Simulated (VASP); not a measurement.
# Pt (P6_3/mmc) in VASP: further runs

Pt is run at these levels: LDA; tasks: single point.

All numbers are computed with VASP 6.6.1; they aren't measurements. Logs are shortened: lines on timing, memory, paths and dates and some standing lists are left out, and cuts for length are marked.

## 1. The cell of the first run

It takes space group P6_3/mmc (No. 194, hexagonal). The conventional cell has a = 2.667 Å, b = 2.667 Å, c = 4.605 Å, α = 90.00°, β = 90.00°, γ = 120.00°. Pt (site symmetry -6m2) has 12 Pt at 2.67 to 2.77 Å within 3.5 Å.

This isn't the form of Pt at room conditions, which is fcc.

## 2. Single point, LDA, collinear spin (14.19 Å³/atom)

INCAR

```
PREC = Accurate
ENCUT = 570
EDIFF = 1E-6
ISMEAR = 0
SIGMA = 0.15
LREAL = False
LASPH = True
NELM = 200
ALGO = Normal
ISIF = 2
LWAVE = False
LCHARG = True
ISPIN = 2
MAGMOM = 0.15 0.15
LORBIT = 11
NUPDOWN = 0.3
LMAXMIX = 4
GGA = CA
LELF = True
LVHAR = True
NBANDS = 29
GGA_COMPAT = False
```

KPOINTS

```
regular mesh
0
Gamma
  21 21 10
```

POSCAR

```
Pt
1.0
    2.6670688980      0.0000000000      0.0000000000
   -1.3335344490      2.3097494193      0.0000000000
    0.0000000000      0.0000000000      4.6053244732
Pt
2
Direct
    0.6666666667      0.3333333333      0.7500000000
    0.3333333333      0.6666666667      0.2500000000
```

Potentials or basis: VASP PAW LDA potentials, release 64 (Pt_sv_GW).

Launch:

```
> cat potpaw_LDA.64/Pt_sv_GW/POTCAR > POTCAR
> mpirun -np 1 vasp_std > vasp.out
```

OUTCAR:

```text
PREC = Accurate
   ENCUT = 570
   EDIFF = 1E-6
   ISMEAR = 0
   LREAL = False
   LASPH = True
   NELM = 200
   ISIF = 2
   ISPIN = 2
   LORBIT = 11
   NUPDOWN = 0.3
   GGA = CA

 ion  position               nearest neighbor table
   1  0.667  0.333  0.750-   2 2.77   2 2.77   2 2.77   2 2.77   2 2.77   2 2.77
   2  0.333  0.667  0.250-   1 2.77   1 2.77   1 2.77   1 2.77   1 2.77   1 2.77

  LATTYP: Found a hexagonal cell.
 ALAT       =     2.6670688980
 C/A-ratio  =     1.7267362222

  Lattice vectors:

 A1 = (   2.6670688980,   0.0000000000,   0.0000000000)
 A2 = (  -1.3335344490,   2.3097494193,   0.0000000000)
 A3 = (   0.0000000000,   0.0000000000,   4.6053244732)

Analysis of symmetry for initial positions (statically):
=====================================================================
 Subroutine PRICEL returns:
 Original cell was already a primitive cell.

 Routine SETGRP: Setting up the symmetry group for a
 hexagonal supercell.

 Subroutine GETGRP returns: Found 24 space group operations
 (whereof 12 operations were pure point group operations)
 out of a pool of 24 trial point group operations.

The static configuration has the point symmetry D_3d.
 The point group associated with its full space group is D_6h.

Analysis of symmetry for dynamics (positions and initial velocities):
=====================================================================
 Subroutine PRICEL returns:
 Original cell was already a primitive cell.

 Routine SETGRP: Setting up the symmetry group for a
 hexagonal supercell.

 Subroutine GETGRP returns: Found 24 space group operations
 (whereof 12 operations were pure point group operations)
 out of a pool of 24 trial point group operations.

The dynamic configuration has the point symmetry D_3d.
 The point group associated with its full space group is D_6h.

Analysis of structural, dynamic, and magnetic symmetry:
=====================================================================
 Subroutine PRICEL returns:
 Original cell was already a primitive cell.

 Routine SETGRP: Setting up the symmetry group for a
 hexagonal supercell.

 Subroutine GETGRP returns: Found 24 space group operations
 (whereof 12 operations were pure point group operations)
 out of a pool of 24 trial point group operations.

The overall configuration has the point symmetry D_3d.
 The point group associated with its full space group is D_6h.

 Subroutine INISYM returns: Found 24 space group operations
 (whereof 12 operations are pure point group operations),
 and found     1 'primitive' translations

----------------------------------------------------------------------------------------

                                     Primitive cell

  volume of cell :      28.3700

  direct lattice vectors                    reciprocal lattice vectors
     2.667068898  0.000000000  0.000000000     0.374943445  0.216473699  0.000000000
    -1.333534449  2.309749419  0.000000000     0.000000000  0.432947398  0.000000000
     0.000000000  0.000000000  4.605324473     0.000000000  0.000000000  0.217139966

  length of vectors
     2.667068898  2.667068898  4.605324473     0.432947398  0.432947398  0.217139966

  position of ions in fractional coordinates (direct lattice)
     0.666666667  0.333333333  0.750000000
     0.333333333  0.666666667  0.250000000

  ion indices of the primitive-cell ions
   primitive index   ion index
                 1           1
                 2           2

----------------------------------------------------------------------------------------

 KPOINTS: regular mesh

Automatic generation of k-mesh.
 Grid dimensions read from file:
 generate k-points for:   21   21   10

 Generating k-lattice:

  Cartesian coordinates                     Fractional coordinates (reciprocal lattice)
     0.017854450  0.010308271  0.000000000     0.047619048  0.000000000  0.000000000
     0.000000000  0.020616543  0.000000000     0.000000000  0.047619048  0.000000000
     0.000000000  0.000000000  0.021713997     0.000000000  0.000000000  0.100000000

  Length of vectors
     0.020616543  0.020616543  0.021713997

  Shift w.r.t. Gamma in fractional coordinates (k-lattice)
     0.000000000  0.000000000  0.000000000

 Subroutine IBZKPT returns following result:
 ===========================================

 Found    288 irreducible k-points:

 Following reciprocal coordinates:
            Coordinates               Weight
  0.000000  0.000000  0.000000      1.000000
  0.047619  0.000000  0.000000      6.000000
  0.095238  0.000000  0.000000      6.000000
  0.142857  0.000000  0.000000      6.000000
  0.190476  0.000000  0.000000      6.000000
  0.238095  0.000000  0.000000      6.000000
[... 16 lines left out ...]
  0.142857  0.095238  0.000000     12.000000
  0.190476  0.095238  0.000000     12.000000
 [... further k-points ...]
   k-points           NKPTS =    288   k-points in BZ     NKDIM =    288   number of bands    NBANDS=     29
   number of dos      NEDOS =    301   number of ions     NIONS =      2
   total plane-waves  NPLWV =  20736
   dimension x,y,z NGX =    24 NGY =   24 NGZ =   36
   dimension x,y,z NGXF=    48 NGYF=   48 NGZF=   72
   ions per type =               2
   NGX,Y,Z   is equivalent  to a cutoff of  14.96, 14.96, 13.00 a.u.
   NGXF,Y,Z  is equivalent  to a cutoff of  29.92, 29.92, 25.99 a.u.
 SYSTEM =  unknown system
   PREC   = accura    normal or accurate (medium, high low for compatibility)
   ISTART =      0    job   : 0-new  1-cont  2-samecut
   ICHARG =      2    charge: 1-file 2-atom 10-const
   ISPIN  =      2    spin polarized calculation?
   LNONCOLLINEAR =      F non collinear calculations
   LSORBIT =      F    spin-orbit coupling
   LASPH  =      T    aspherical Exc in radial PAW
   ENCUT  =  570.0 eV  41.89 Ry    6.47 a.u.   5.19  5.19  8.97*2*pi/ulx,y,z
   NELM   =    200;   NELMIN=  2; NELMDL= -5     # of ELM steps
   EDIFF  = 0.1E-05   stopping-criterion for ELM
   LREAL  =      F    real-space projection
   EDIFFG = 0.1E-04   stopping-criterion for IOM
   NSW    =      0    number of steps for IOM
   IBRION =     -1    ionic relax: 0-MD 1-quasi-New 2-CG
   NFREE  =      0    steps in history (QN), initial steepest desc. (CG)
   ISIF   =      2    stress and relaxation
   ISYM   =      2    0-nonsym 1-usesym 2-fastsym
   POTIM  = 0.5000    time-step for ionic-motion
   TEBEG  =    0.0;   TEEND  =   0.0 temperature during run
   PSTRESS=    0.0 pullay stress
   NELECT =      36.0000    total number of electrons
   NUPDOWN=       0.3000    fix difference up-down
   EMIN   =  10.00;   EMAX   =-10.00  energy-range for DOS
   EFERMI =   0.00;   METHOD = LEGACY
   ISMEAR =     0;   SIGMA  =   0.15  broadening in eV -4-tet -1-fermi 0-gaus
   EFERMI_NEDOS =   21; number of points for ismear=-14 and -15
   IALGO  =     38    algorithm
   IMIX   =      4    mixing-type and parameters
     AMIX     =   0.40;   BMIX     =  1.00
     AMIX_MAG =   1.60;   BMIX_MAG =  1.00
  volume/ion in A,a.u.               =      14.19        95.73
  Fermi-wavevector in a.u.,A,eV,Ry     =   1.772376  3.349305 42.740213  3.141317
  Thomas-Fermi vector in A             =   2.838781
   LORBIT       =     11    0 simple, 1 ext, 2 COOP (PROOUT), +10 PAW based schemes
   GGA     = CA    functional components
   LHFCALC =     F    Hartree Fock is set to
   AEXX    =    0.0000 exact exchange contribution
   IVDW    =     0    specifies the selected vdW correction
   LEPSILON=     F    determine dielectric tensor
   LRPA    =     F    only Hartree local field effects (RPA)
 spin polarized calculation
 Gauss-broadening in eV      SIGMA  =   0.15
  energy-cutoff  :      570.00
  volume of cell :       28.37
 maximum number of plane-waves:       893
 NGX is ok and might be reduce to    24
   NGX = 11   NGY = 11   NGZ = 17

 number of electron      35.9999999 magnetization       0.3000000

 Free energy of the ion-electron system (eV)
  ---------------------------------------------------
  ext. energy  EPLUGINS =         0.00000000
  ---------------------------------------------------
  free energy    TOTEN  =       -14.45872588 eV

  energy without entropy =      -14.42199139  energy(sigma->0) =      -14.44035864

 E-fermi :  11.5740     XC(G=0): -14.7679

 val. band max:       11.6534142526   @ k =   0.1905   0.1905   0.0000
 cond. band min:      11.5766763082   @ k =   0.3810   0.0476   0.1000
 fundamental gap:     -0.0767379444
 Fermi energy:        11.6616497030

 spin component 1

 k-point     1 :       0.0000    0.0000    0.0000
  band No.  band energies     occupation
      1     -86.8959      1.00000
      2     -86.8612      1.00000
      3     -41.4947      1.00000
      4     -41.1232      1.00000
      5     -41.1232      1.00000
      6     -41.0619      1.00000
[... 21 lines left out ...]
     28      34.3560      0.00000
     29      35.9464      0.00000
[... 705 lines left out ...]
 k-point    24 :       0.1905    0.0952    0.0000
  band No.  band energies     occupation
      1     -86.8709      1.00000
      2     -86.8448      1.00000
      3     -41.3914      1.00000
      4     -41.3881      1.00000
      5     -41.3490      1.00000
      6     -41.2043      1.00000
[... 21 lines left out ...]
     28      33.7243      0.00000
     29      34.7820      0.00000

 [... further k-points ...]

 spin component 2

 k-point     1 :       0.0000    0.0000    0.0000
  band No.  band energies     occupation
      1     -86.8194      1.00000
      2     -86.7847      1.00000
      3     -41.4032      1.00000
      4     -41.0346      1.00000
      5     -41.0346      1.00000
      6     -40.9732      1.00000
[... 21 lines left out ...]
     28      34.3910      0.00000
     29      35.9714      0.00000
[... 705 lines left out ...]
 k-point    24 :       0.1905    0.0952    0.0000
  band No.  band energies     occupation
      1     -86.7944      1.00000
      2     -86.7683      1.00000
      3     -41.2999      1.00000
      4     -41.2997      1.00000
      5     -41.2608      1.00000
      6     -41.1158      1.00000
[... 21 lines left out ...]
     28      33.7646      0.00000
     29      34.8270      0.00000

 [... further k-points ...]

------------------------ aborting loop because EDIFF is reached ----------------------------------------

  FORCE on cell =-STRESS in cart. coord.  units (eV):
  Direction    XX          YY          ZZ          XY          YZ          ZX
  --------------------------------------------------------------------------------------
  -------------------------------------------------------------------------------------
  Total        2.9738333      2.9738333      2.3515781      0.0000000      0.0000000      0.0000000
  in kB      167.9453058    167.9453058    132.8038489      0.0000000      0.0000000      0.0000000
  external PRESSURE =     156.2314869 kB  Pullay stress =       0.0000000 kB

 VOLUME and BASIS-vectors are now :
 -----------------------------------------------------------------------------
  energy-cutoff  :      570.00
  volume of cell :       28.37
      direct lattice vectors                 reciprocal lattice vectors
     2.667068898  0.000000000  0.000000000     0.374943445  0.216473699  0.000000000
    -1.333534449  2.309749419  0.000000000     0.000000000  0.432947398  0.000000000
     0.000000000  0.000000000  4.605324473     0.000000000  0.000000000  0.217139966

 POSITION                                       TOTAL-FORCE (eV/Angst)
 -----------------------------------------------------------------------------------
      1.33353      0.76992      3.45399        -0.000000     -0.000000      0.000000
     -0.00000      1.53983      1.15133         0.000000      0.000000      0.000000
 -----------------------------------------------------------------------------------
    total drift:                               -0.000000      0.000000     -0.000000

  FREE ENERGIE OF THE ION-ELECTRON SYSTEM (eV)
  ---------------------------------------------------
  free  energy   TOTEN  =       -14.4587258803 eV

  energy  without entropy=      -14.4219913920  energy(sigma->0) =      -14.44035864

 total charge

# of ion       s       p       d       f       tot
--------------------------------------------------
    1        4.297   6.104   7.884   0.029  18.314
    2        4.297   6.104   7.884   0.029  18.314
--------------------------------------------------
tot          8.594  12.208  15.768   0.059  36.629

 magnetization (x)

# of ion       s       p       d       f       tot
--------------------------------------------------
    1        0.009   0.001   0.150   0.000   0.160
    2        0.009   0.001   0.150   0.000   0.160
--------------------------------------------------
tot          0.017   0.001   0.301   0.001   0.320
```

Run time: 2.6 min. Hardware: 1 thread of Intel Xeon 6975P-C (Granite Rapids), shared host; peak memory 0.44 GiB.

Results:

| Property | Result |
| --- | --- |
| Free energy | -14.4587 eV |
| Pressure | 15.6 GPa |
| Net moment | 0.30 μB per cell |
| Site moments | Pt +0.16 μB |

Caveat: the cell stands under pressure; spin-orbit coupling is left out, which moves the levels of the heavy elements; the total moment is fixed, so each spin has its own Fermi level and the state may be an excited one.

## 3. Single point, LDA, collinear spin (14.85 Å³/atom)

This run uses another cell than the first one, of 14.85 Å³/atom.

INCAR

```
ALGO = Normal
EDIFF = 1E-6
ENCUT = 570
GGA = CA
GGA_COMPAT = False
ISIF = 2
ISMEAR = 0
ISPIN = 2
LASPH = True
LCHARG = False
LMAXMIX = 4
LORBIT = 11
LREAL = False
LWAVE = False
MAGMOM = 0.2 0.2
NBANDS = 29
NELM = 200
NUPDOWN = 0.4
PREC = Accurate
SIGMA = 0.15
```

KPOINTS

```
k-points
0
Gamma
  21 21 10
```

POSCAR

```
Pt
1.0
    2.7082945876      0.0000000000      0.0000000000
   -1.3541472938      2.3454519138      0.0000000000
    0.0000000000      0.0000000000      4.6765103647
Pt
2
Direct
    0.6666666667      0.3333333333      0.7500000000
    0.3333333333      0.6666666667      0.2500000000
```

Potentials or basis: VASP PAW LDA potentials, release 64 (Pt_sv_GW).

Launch:

```
> cat potpaw_LDA.64/Pt_sv_GW/POTCAR > POTCAR
> mpirun -np 1 vasp_std > vasp.out
```

Wall time 4 min (1 thread of Intel Xeon Platinum 8488C (Sapphire Rapids), shared host); peak memory 0.45 GiB.

It converged, with:

| Item | Value |
| --- | --- |
| Free energy | -14.5292 eV |
| Pressure | 0.0 GPa |
| Net moment | 0.40 μB per cell |
| Site moments | Pt +0.21 μB |

Stress tensor (GPa, compression positive):
```
 0.57  0.00  0.00
 0.00  0.57  0.00
 0.00  0.00 -1.25
```

Caveat: spin-orbit coupling is left out, which moves the levels of the heavy elements; the total moment is fixed, so each spin has its own Fermi level and the state may be an excited one.

## 4. Single point, LDA (15.52 Å³/atom)

This run uses another cell than the first one, of 15.52 Å³/atom.

INCAR

```
ALGO = Normal
EDIFF = 1E-6
ENCUT = 570
GGA_COMPAT = F
ISIF = 2
ISMEAR = 0
LASPH = T
LCHARG = F
LREAL = F
LWAVE = F
NBANDS = 25
NELM = 120
PREC = Accurate
SIGMA = 0.15
```

KPOINTS is that of step 3.

POSCAR

```
Pt
1.0
    2.7483013709      0.0000000000      0.0000000000
   -1.3741506854      2.3800988044      0.0000000000
    0.0000000000      0.0000000000      4.7455915265
Pt
2
Direct
    0.6666666667      0.3333333333      0.7500000000
    0.3333333333      0.6666666667      0.2500000000
```

Launch:

```
> cat potpaw_LDA.64/Pt_sv_GW/POTCAR > POTCAR
> mpirun -np 1 vasp_std > vasp.out
```

Wall time 2.5 min (1 thread of Intel Xeon Platinum 8259CL at 2.50GHz (Skylake/Cascade Lake), shared host); peak memory 0.32 GiB.

It converged, with:

```yaml
Free_energy: -14.4981 eV
Pressure: -12.1 GPa
Band_gap_on_the_k_mesh: zero (bands 18 and 19 overlap by 1.28 eV)
```

Stress tensor (GPa, compression positive):
```
-12.20   0.00   0.00
  0.00 -12.20   0.00
  0.00   0.00 -11.81
```

Levels at points of the mesh, in eV from the Fermi level:
```
           k point  band 16  band 17  band 18  band 19  band 20  band 21
(0.00, 0.00, 0.00)    -1.88    -1.88    -0.73    -0.22    -0.22     4.86
(0.00, 0.00, 0.50)    -3.51    -0.82    -0.82    -0.82    -0.82    12.18
```

Caveat: the cell stands under tension; spin-orbit coupling is left out, which moves the levels of the heavy elements.

(Part 1 of 2 ends here.)
